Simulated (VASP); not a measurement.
# MoS2 (Fm-3m) in VASP: settings compared

Aim: see how the results for MoS2 move with the level of theory and the settings. Levels: PBEsol, HSE06, PBE-based screened hybrid with 30 % exact exchange. Tasks: single point.

Program: VASP 6.6.1. These are calculated values, not measurements. Logs are shortened: lines on timing, memory, paths and dates and some standing lists are left out, and cuts for length are marked.

### 1 The cell of the first run

Symmetry: Fm-3m, No. 225, cubic system. The conventional cell has a = 5.865 Å, b = 5.865 Å, c = 5.865 Å, α = 90.00°, β = 90.00°, γ = 90.00°. Within 3.4 Å of Mo (site symmetry m-3m) lie 8 S at 2.54 Å. Within 3.4 Å of S (site symmetry -43m) lie 4 Mo at 2.54 Å and 6 S at 2.93 Å.

### 2 Single point, PBEsol

The input, INCAR:

```
ALGO = Normal
EDIFF = 1E-6
ENCUT = 520
GGA = PS
ISIF = 2
ISMEAR = -1
LASPH = True
LCHARG = True
LELF = True
LREAL = False
LVHAR = True
LWAVE = False
NBANDS = 20
NELM = 100
PREC = Accurate
SIGMA = 0.02
```

The input, KPOINTS:

```
k-points
0
Gamma
  6 6 6
```

The input, POSCAR:

```
MoS2
1.0
    0.0000000000      2.9323968606      2.9323968606
    2.9323968606      0.0000000000      2.9323968606
    2.9323968606      2.9323968606      0.0000000000
Mo S
1 2
Direct
    0.0000000000      0.0000000000      0.0000000000
    0.2500000000      0.2500000000      0.2500000000
    0.7500000000      0.7500000000      0.7500000000
```

Potentials or basis: VASP PAW PBE potentials, release 64 (Mo_sv, S).

On the command line:

```bash
> cat potpaw_PBE.64/Mo_sv/POTCAR potpaw_PBE.64/S/POTCAR > POTCAR
> mpirun -np 1 vasp_std > vasp.out
```

OUTCAR:

```text
EDIFF = 1E-6
   ENCUT = 520
   GGA = PS
   ISIF = 2
   ISMEAR = -1
   LASPH = True
   LREAL = False
   NELM = 100
   PREC = Accurate

 ion  position               nearest neighbor table
   1  0.000  0.000  0.000-   3 2.54   3 2.54   3 2.54   2 2.54   3 2.54   2 2.54   2 2.54   2 2.54

   2  0.250  0.250  0.250-   1 2.54   1 2.54   1 2.54   1 2.54
   3  0.750  0.750  0.750-   1 2.54   1 2.54   1 2.54   1 2.54

  LATTYP: Found a face centered cubic cell.
 ALAT       =     5.8647937212

  Lattice vectors:

 A1 = (   0.0000000000,   2.9323968606,   2.9323968606)
 A2 = (   2.9323968606,   0.0000000000,   2.9323968606)
 A3 = (   2.9323968606,   2.9323968606,   0.0000000000)

Analysis of symmetry for initial positions (statically):
=====================================================================
 Subroutine PRICEL returns:
 Original cell was already a primitive cell.

 Routine SETGRP: Setting up the symmetry group for a
 face centered cubic supercell.

 Subroutine GETGRP returns: Found 48 space group operations
 (whereof 48 operations were pure point group operations)
 out of a pool of 48 trial point group operations.

The static configuration has the point symmetry O_h .

Analysis of symmetry for dynamics (positions and initial velocities):
=====================================================================
 Subroutine PRICEL returns:
 Original cell was already a primitive cell.

 Routine SETGRP: Setting up the symmetry group for a
 face centered cubic supercell.

 Subroutine GETGRP returns: Found 48 space group operations
 (whereof 48 operations were pure point group operations)
 out of a pool of 48 trial point group operations.

The dynamic configuration has the point symmetry O_h .

 Subroutine INISYM returns: Found 48 space group operations
 (whereof 48 operations are pure point group operations),
 and found     1 'primitive' translations

----------------------------------------------------------------------------------------

                                     Primitive cell

  volume of cell :      50.4311

  direct lattice vectors                    reciprocal lattice vectors
     0.000000000  2.932396861  2.932396861    -0.170508981  0.170508981  0.170508981
     2.932396861  0.000000000  2.932396861     0.170508981 -0.170508981  0.170508981
     2.932396861  2.932396861  0.000000000     0.170508981  0.170508981 -0.170508981

  length of vectors
     4.147035411  4.147035411  4.147035411     0.295330218  0.295330218  0.295330218

  position of ions in fractional coordinates (direct lattice)
     0.000000000  0.000000000  0.000000000
     0.250000000  0.250000000  0.250000000
     0.750000000  0.750000000  0.750000000

  ion indices of the primitive-cell ions
   primitive index   ion index
                 1           1
                 2           2
                 3           3

----------------------------------------------------------------------------------------

 KPOINTS: k-points

Automatic generation of k-mesh.
 Grid dimensions read from file:
 generate k-points for:    6    6    6

 Generating k-lattice:

  Cartesian coordinates                     Fractional coordinates (reciprocal lattice)
    -0.028418163  0.028418163  0.028418163     0.166666667  0.000000000  0.000000000
     0.028418163 -0.028418163  0.028418163     0.000000000  0.166666667  0.000000000
     0.028418163  0.028418163 -0.028418163     0.000000000  0.000000000  0.166666667

  Length of vectors
     0.049221703  0.049221703  0.049221703

  Shift w.r.t. Gamma in fractional coordinates (k-lattice)
     0.000000000  0.000000000  0.000000000

 Subroutine IBZKPT returns following result:
 ===========================================

 Found     16 irreducible k-points:

 Following reciprocal coordinates:
            Coordinates               Weight
  0.000000  0.000000  0.000000      1.000000
  0.166667  0.000000  0.000000      8.000000
  0.333333  0.000000  0.000000      8.000000
  0.500000  0.000000  0.000000      4.000000
  0.166667  0.166667  0.000000      6.000000
  0.333333  0.166667  0.000000     24.000000
[... 8 lines left out ...]
 -0.333333  0.333333  0.166667     24.000000
 -0.333333  0.500000  0.166667     12.000000
   k-points           NKPTS =     16   k-points in BZ     NKDIM =     16   number of bands    NBANDS=     20
   number of dos      NEDOS =    301   number of ions     NIONS =      3
   total plane-waves  NPLWV =  32768
   dimension x,y,z NGX =    32 NGY =   32 NGZ =   32
   dimension x,y,z NGXF=    64 NGYF=   64 NGZF=   64
   ions per type =               1   2
   NGX,Y,Z   is equivalent  to a cutoff of  12.83, 12.83, 12.83 a.u.
   NGXF,Y,Z  is equivalent  to a cutoff of  25.66, 25.66, 25.66 a.u.
 SYSTEM =  unknown system
   PREC   = accura    normal or accurate (medium, high low for compatibility)
   ISTART =      0    job   : 0-new  1-cont  2-samecut
   ICHARG =      2    charge: 1-file 2-atom 10-const
   ISPIN  =      1    spin polarized calculation?
   LNONCOLLINEAR =      F non collinear calculations
   LSORBIT =      F    spin-orbit coupling
   LASPH  =      T    aspherical Exc in radial PAW
   ENCUT  =  520.0 eV  38.22 Ry    6.18 a.u.   7.71  7.71  7.71*2*pi/ulx,y,z
   NELM   =    100;   NELMIN=  2; NELMDL= -5     # of ELM steps
   EDIFF  = 0.1E-05   stopping-criterion for ELM
   LREAL  =      F    real-space projection
   EDIFFG = 0.1E-04   stopping-criterion for IOM
   NSW    =      0    number of steps for IOM
   IBRION =     -1    ionic relax: 0-MD 1-quasi-New 2-CG
   NFREE  =      0    steps in history (QN), initial steepest desc. (CG)
   ISIF   =      2    stress and relaxation
   ISYM   =      2    0-nonsym 1-usesym 2-fastsym
   POTIM  = 0.5000    time-step for ionic-motion
   TEBEG  =    0.0;   TEEND  =   0.0 temperature during run
   PSTRESS=    0.0 pullay stress
   NELECT =      26.0000    total number of electrons
   NUPDOWN=      -1.0000    fix difference up-down
   EMIN   =  10.00;   EMAX   =-10.00  energy-range for DOS
   EFERMI =   0.00;   METHOD = LEGACY
   ISMEAR =    -1;   SIGMA  =   0.02  broadening in eV -4-tet -1-fermi 0-gaus
   EFERMI_NEDOS =   21; number of points for ismear=-14 and -15
   IALGO  =     38    algorithm
   IMIX   =      4    mixing-type and parameters
     AMIX     =   0.40;   BMIX     =  1.00
     AMIX_MAG =   1.60;   BMIX_MAG =  1.00
  volume/ion in A,a.u.               =      16.81       113.44
  Fermi-wavevector in a.u.,A,eV,Ry     =   1.312703  2.480649 23.445418  1.723190
  Thomas-Fermi vector in A             =   2.443077
   LORBIT       =      0    0 simple, 1 ext, 2 COOP (PROOUT), +10 PAW based schemes
   GGA     = PS    functional components
   LHFCALC =     F    Hartree Fock is set to
   AEXX    =    0.0000 exact exchange contribution
   IVDW    =     0    specifies the selected vdW correction
   LEPSILON=     F    determine dielectric tensor
   LRPA    =     F    only Hartree local field effects (RPA)
 non-spin polarized calculation
  energy-cutoff  :      520.00
  volume of cell :       50.43
 maximum number of plane-waves:      1380
   NGX = 15   NGY = 15   NGZ = 15

 number of electron      25.9999997 magnetization

 Free energy of the ion-electron system (eV)
  ---------------------------------------------------
  ext. energy  EPLUGINS =         0.00000000
  ---------------------------------------------------
  free energy    TOTEN  =       -21.27154780 eV

  energy without entropy =      -21.26256474  energy(sigma->0) =      -21.26705627

 E-fermi :   8.2530     XC(G=0): -11.4292

 val. band max:        8.2417381271   @ k =   0.3333   0.0000   0.0000
 cond. band min:       8.2682014644   @ k =   0.5000   0.3333   0.0000
 fundamental gap:      0.0264633373
 Fermi energy:         8.2530176043

 k-point     1 :       0.0000    0.0000    0.0000
  band No.  band energies     occupation
      1     -52.7224      2.00000
      2     -26.8387      2.00000
      3     -26.8387      2.00000
      4     -26.8387      2.00000
      5      -7.0613      2.00000
      6      -2.4408      2.00000
[... 12 lines left out ...]
     19      13.3392      0.00000
     20      13.3392      0.00000

 k-point     2 :       0.1667    0.0000    0.0000
  band No.  band energies     occupation
      1     -52.7220      2.00000
      2     -26.8487      2.00000
      3     -26.8401      2.00000
      4     -26.8401      2.00000
      5      -6.7810      2.00000
      6      -3.0103      2.00000
[... 12 lines left out ...]
     19      14.4889      0.00000
     20      14.8966      0.00000

 k-point     3 :       0.3333    0.0000    0.0000
  band No.  band energies     occupation
      1     -52.7212      2.00000
      2     -26.8685      2.00000
      3     -26.8430      2.00000
      4     -26.8430      2.00000
      5      -6.0492      2.00000
      6      -4.0048      2.00000
[... 12 lines left out ...]
     19      16.3888      0.00000
     20      16.3888      0.00000

 k-point     4 :       0.5000    0.0000    0.0000
  band No.  band energies     occupation
      1     -52.7209      2.00000
      2     -26.8784      2.00000
      3     -26.8445      2.00000
      4     -26.8445      2.00000
      5      -5.3320      2.00000
      6      -4.7566      2.00000
[... 12 lines left out ...]
     19      17.3546      0.00000
     20      17.8617      0.00000

 k-point     5 :       0.1667    0.1667    0.0000
  band No.  band energies     occupation
      1     -52.7219      2.00000
      2     -26.8490      2.00000
      3     -26.8421      2.00000
      4     -26.8421      2.00000
      5      -6.6881      2.00000
      6      -3.1308      2.00000
[... 12 lines left out ...]
     19      15.7796      0.00000
     20      15.8112      0.00000
[... 169 lines left out ...]
      6      -4.3871      2.00000
[... 12 lines left out ...]
     19      15.5162      0.00000
     20      17.1334      0.00000

 k-point    14 :       0.5000    0.3333    0.1667
  band No.  band energies     occupation
      1     -52.7207      2.00000
      2     -26.8692      2.00000
      3     -26.8549      2.00000
      4     -26.8475      2.00000
      5      -5.5153      2.00000
      6      -4.3132      2.00000
[... 12 lines left out ...]
     19      16.2134      0.00000
     20      17.9240      0.00000

 k-point    15 :      -0.3333    0.3333    0.1667
  band No.  band energies     occupation
      1     -52.7205      2.00000
      2     -26.8700      2.00000
      3     -26.8606      2.00000
      4     -26.8495      2.00000
      5      -4.9359      2.00000
      6      -4.7779      2.00000
[... 12 lines left out ...]
     19      15.3646      0.00000
     20      18.0122      0.00000

 k-point    16 :      -0.3333    0.5000    0.1667
  band No.  band energies     occupation
      1     -52.7204      2.00000
      2     -26.8727      2.00000
      3     -26.8592      2.00000
      4     -26.8525      2.00000
      5      -4.9554      2.00000
      6      -4.5976      2.00000
[... 12 lines left out ...]
     19      16.2853      0.00000
     20      16.5988      0.00000

------------------------ aborting loop because EDIFF is reached ----------------------------------------

  FORCE on cell =-STRESS in cart. coord.  units (eV):
  Direction    XX          YY          ZZ          XY          YZ          ZX
  --------------------------------------------------------------------------------------
  -------------------------------------------------------------------------------------
  Total       -1.4172093     -1.4172093     -1.4172093      0.0000000      0.0000000      0.0000000
  in kB      -45.0242355    -45.0242355    -45.0242355      0.0000000      0.0000000      0.0000000
  external PRESSURE =     -45.0242355 kB  Pullay stress =       0.0000000 kB

 VOLUME and BASIS-vectors are now :
 -----------------------------------------------------------------------------
  energy-cutoff  :      520.00
  volume of cell :       50.43
      direct lattice vectors                 reciprocal lattice vectors
     0.000000000  2.932396861  2.932396861    -0.170508981  0.170508981  0.170508981
     2.932396861  0.000000000  2.932396861     0.170508981 -0.170508981  0.170508981
     2.932396861  2.932396861  0.000000000     0.170508981  0.170508981 -0.170508981

 POSITION                                       TOTAL-FORCE (eV/Angst)
 -----------------------------------------------------------------------------------
      0.00000      0.00000      0.00000        -0.000000      0.000000     -0.000000
      1.46620      1.46620      1.46620         0.000000      0.000000      0.000000
      4.39860      4.39860      4.39860        -0.000000     -0.000000     -0.000000
 -----------------------------------------------------------------------------------
    total drift:                                0.000000     -0.000000      0.000000

  FREE ENERGIE OF THE ION-ELECTRON SYSTEM (eV)
  ---------------------------------------------------
  free  energy   TOTEN  =       -21.2715477966 eV

  energy  without entropy=      -21.2625647353  energy(sigma->0) =      -21.26705627
```

Run time: 22 s. Hardware: 1 thread of AMD EPYC 7R43 (Zen 3), shared host; peak memory 0.15 GiB.

What came out:

| Quantity | Value |
| --- | --- |
| Free energy | -21.2715 eV |
| Pressure | -4.5 GPa |
| Band gap on the k mesh | zero (bands 13 and 14 overlap by 0.78 eV) |

Levels at points of the mesh, in eV from the Fermi level:
| k point | band 9 | band 10 | band 11 | band 12 | band 13 | band 14 | band 15 | band 16 | band 17 | band 18 |
| --- | --- | --- | --- | --- | --- | --- | --- | --- | --- | --- |
| (0.00, 0.00, 0.00) | -6.03 | -0.98 | -0.98 | -0.45 | -0.45 | -0.45 | 4.25 | 4.25 | 4.25 | 5.09 |
| (0.50, 0.00, 0.00) | -3.72 | -3.01 | -2.91 | -2.91 | -0.49 | -0.49 | 1.60 | 3.99 | 3.99 | 6.83 |
| (0.50, 0.50, 0.00) | -5.04 | -2.48 | -2.48 | -0.70 | 0.08 | 1.02 | 1.72 | 3.51 | 3.51 | 5.81 |

Caveat: the cell stands under tension; the PAW data sets were made with another functional, which shifts forces and pressure a little.

### 3 Single point, PBEsol

The input, INCAR:

```
PREC = Accurate ; ENCUT = 520
EDIFF = 1E-6 ; ISMEAR = -1
SIGMA = 0.2 ; LREAL = F
LASPH = T ; NELM = 100
ALGO = Normal ; ISIF = 2
LWAVE = F ; LCHARG = F
GGA = PS ; NBANDS = 20
```

The input, KPOINTS:

```
Automatic mesh
0
Gamma
  6 6 6
```

POSCAR is that of step 2.

Potentials or basis: VASP PAW PBE potentials, release 64 (Mo_sv, S).

On the command line:

```bash
> cat potpaw_PBE.64/Mo_sv/POTCAR potpaw_PBE.64/S/POTCAR > POTCAR
> mpirun -np 1 vasp_std > vasp.out
```

Run time: 22 s. Hardware: 1 thread of AMD EPYC 7R43 (Zen 3), shared host; peak memory 0.15 GiB.

Results (log left out):

```
Free energy            : -21.5071 eV
Pressure               : -3.6 GPa
Band gap on the k mesh : zero (bands 13 and 14 overlap by 0.78 eV)
```

Levels at points of the mesh, in eV from the Fermi level:
```csv
k point,band 11,band 12,band 13,band 14,band 15,band 16
"(0.00, 0.00, 0.00)",-1.02,-0.51,-0.51,-0.51,4.21,4.21
"(0.50, 0.00, 0.00)",-2.96,-2.96,-0.53,-0.53,1.56,3.95
"(0.50, 0.50, 0.00)",-2.53,-0.75,0.04,0.96,1.68,3.46
```

Caveat: the cell stands under tension; the PAW data sets were made with another functional, which shifts forces and pressure a little.

### 4 Single point, HSE06

POSCAR is that of step 3.

The input, INCAR.step1:

```
SYSTEM = MoS2
PREC = Accurate
ENCUT = 520
EDIFF = 1E-5
ISMEAR = -1
SIGMA = 0.02
LREAL = .False.
LASPH = .True.
NELM = 80
ALGO = Normal
ISIF = 2
LWAVE = .True.
NBANDS = 20
GGA = PE
```

The input, INCAR.step2:

```
SYSTEM = MoS2
PREC = Accurate
ENCUT = 520
EDIFF = 1E-6
ISMEAR = -1
SIGMA = 0.02
LREAL = .False.
LASPH = .True.
NELM = 80
ALGO = Normal
ISIF = 2
LWAVE = .False.
LCHARG = .True.
GGA = PE
LHFCALC = .True.
HFSCREEN = 0.2079
PRECFOCK = Normal
LELF = .True.
LVHAR = .True.
NBANDS = 20
ISTART = 1
```

The input, KPOINTS:

```
regular mesh
0
Gamma
  4 4 4
  0 0 0
```

On the command line:

```bash
> cat potpaw_PBE.64/Mo_sv/POTCAR potpaw_PBE.64/S/POTCAR > POTCAR
> cp INCAR.step1 INCAR
> mpirun -np 1 vasp_std > vasp.out
> cp INCAR.step2 INCAR
> mpirun -np 1 vasp_std > vasp.out
```

It took 20 min on 1 thread of AMD EPYC 7R43 (Zen 3), shared host; peak memory 0.25 GiB.

It converged, with:

| Quantity | Value |
| --- | --- |
| Free energy | -23.4536 eV |
| Pressure | -4.8 GPa |
| Band gap on the k mesh | zero (bands 13 and 14 overlap by 1.21 eV) |

Levels at points of the mesh, in eV from the Fermi level:
| k point | band 11 | band 12 | band 13 | band 14 | band 15 | band 16 |
| --- | --- | --- | --- | --- | --- | --- |
| (0.00, 0.00, 0.00) | -1.24 | -0.83 | -0.83 | -0.83 | 5.03 | 5.03 |
| (0.50, 0.00, 0.00) | -3.57 | -3.57 | -0.61 | -0.61 | 2.18 | 4.68 |
| (0.50, 0.50, 0.00) | -2.98 | -0.79 | -0.16 | 0.88 | 2.32 | 4.12 |

Caveat: the k points lie up to 0.46 Å⁻¹ apart, too coarse for converged energies and pressures of a metal; the PAW data sets were made with another functional, which shifts forces and pressure a little.

[end of part 1 of 2]
